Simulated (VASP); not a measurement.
Input of a VASP 6.6.1 run:

File INCAR:

```
ALGO     = Normal         # electronic algorithm
EDIFF    = 1E-6           # SCF threshold, eV
ENCUT    = 520            # plane-wave cutoff, eV
GGA      = PE             # functional
ISIF     = 2              # what is computed and relaxed
ISMEAR   = 0              # smearing method
LASPH    = T              # aspherical terms in the spheres
LCHARG   = T              # write CHGCAR
LELF     = T              # ELF
LREAL    = F              # projectors in reciprocal space
LVHAR    = T            
LWAVE    = F              # write WAVECAR
NBANDS   = 41             # bands
NELM     = 60             # most SCF steps
PREC     = Accurate       # precision mode
SIGMA    = 0.1            # smearing width, eV
```

File KPOINTS:

```
k-points
0
Gamma
  3 3 4
```

POSCAR

```
La2Zr3O
1.0
    5.7807811300      0.0000000000      0.0000000000
   -2.8903905700      5.0063033200      0.0000000000
    0.0000000000      0.0000000000      4.2695786400
La Zr O
2 3 1
Direct
    0.6666666700      0.3333333300      0.4961477200
    0.3333333300      0.6666666700      0.4961477200
    0.0000000000      0.5000000000      0.9950230700
    0.5000000000      0.0000000000      0.9950230700
    0.5000000000      0.5000000000      0.9950230700
    0.0000000000      0.0000000000      0.1926302600
```

Potentials or basis: VASP PAW PBE potentials, release 64 (La, Zr_sv, O).

Command:

```console
$ cat potpaw_PBE.64/La/POTCAR potpaw_PBE.64/Zr_sv/POTCAR potpaw_PBE.64/O/POTCAR > POTCAR
$ mpirun -np 1 vasp_std > vasp.out
```

(1) Predict the band gap on the k mesh.

(2) What does it give for the pressure?

(3) Estimate the largest force.

Results:

(1) zero (band 32 reaches 10.95 eV, above the bottom of band 33 at 9.16 eV).

(2) 22.2 GPa.

(3) 0.912 eV/Å.

Caveat: the k points lie up to 0.42 Å⁻¹ apart; spin-orbit coupling is left out, which moves the levels of the heavy elements.
